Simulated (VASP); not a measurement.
A run of VASP 6.6.1 is set up as follows.

INCAR

```
SYSTEM = Hf2Pd2Se2Br2O3
ALGO = Normal
EDIFF = 1E-6
EDIFFG = -0.02
ENCUT = 600
GGA = PS
IBRION = 2
ISIF = 3
ISMEAR = -1
LASPH = .TRUE.
LCHARG = .FALSE.
LREAL = .FALSE.
LWAVE = .FALSE.
NELM = 100
NSW = 80
PREC = Accurate
SIGMA = 0.05
```

Contents of KPOINTS:

```
k-points
0
G
  4 4 2
  0 0 0
```

POSCAR

```
Hf2Pd2Se2Br2O3
1.0
    5.7589900000      0.0000000000      0.0000000000
   -2.8794900000      4.9874300000      0.0000000000
    0.0000000000      0.0000000000      8.5254700000
Hf Pd Se Br O
2 2 2 2 3
Direct
    0.3333300000      0.6666700000      0.5420100000
    0.6666700000      0.3333300000      0.5420100000
    0.3333300000      0.6666700000      0.1288000000
    0.6666700000      0.3333300000      0.1288000000
    0.3333300000      0.6666700000      0.8557200000
    0.6666700000      0.3333300000      0.8557200000
    0.0000000000      0.0000000000      0.1389500000
    0.0000000000      0.0000000000      0.6538400000
    0.5000000000      0.0000000000      0.4296300000
    0.0000000000      0.5000000000      0.4296300000
    0.5000000000      0.5000000000      0.4296300000
```

Potentials or basis: VASP PAW PBE potentials, release 64 (Hf_pv, Pd, Se, Br, O).

The run is started by

```console
$ cat potpaw_PBE.64/Hf_pv/POTCAR potpaw_PBE.64/Pd/POTCAR potpaw_PBE.64/Se/POTCAR potpaw_PBE.64/Br/POTCAR potpaw_PBE.64/O/POTCAR > POTCAR
$ mpirun -np 1 vasp_std > vasp.out
```

What does it give for the relaxed cell?

a = 5.582 Å, b = 5.582 Å, c = 8.141 Å, α = 90.00°, β = 90.00°, γ = 120.01°.

What does it give for the space group after relaxing (to 0.1 Å)?

P6mm (No. 183).

Predict the band gap on the k mesh.

zero (bands 42 and 43 overlap by 0.08 eV).

Estimate the relaxed volume.

19.97 Å³/atom.

Forces in eV/Å, atoms in the order of the input:
```
Hf   0.001  0.000  0.014
Hf  -0.001  0.000  0.014
Pd  -0.001  0.000  0.020
Pd   0.001  0.000  0.020
Se  -0.001  0.000 -0.013
Se   0.001  0.000 -0.013
Br   0.000  0.000  0.006
Br   0.000  0.000 -0.011
O    0.000  0.000 -0.013
O    0.000  0.000 -0.013
O    0.000  0.000 -0.012
```

Caveat: the k points lie up to 0.39 Å⁻¹ apart in the final cell; the PAW data sets were made with another functional, which shifts forces and pressure a little; spin-orbit coupling is left out, which moves the levels of the heavy elements.
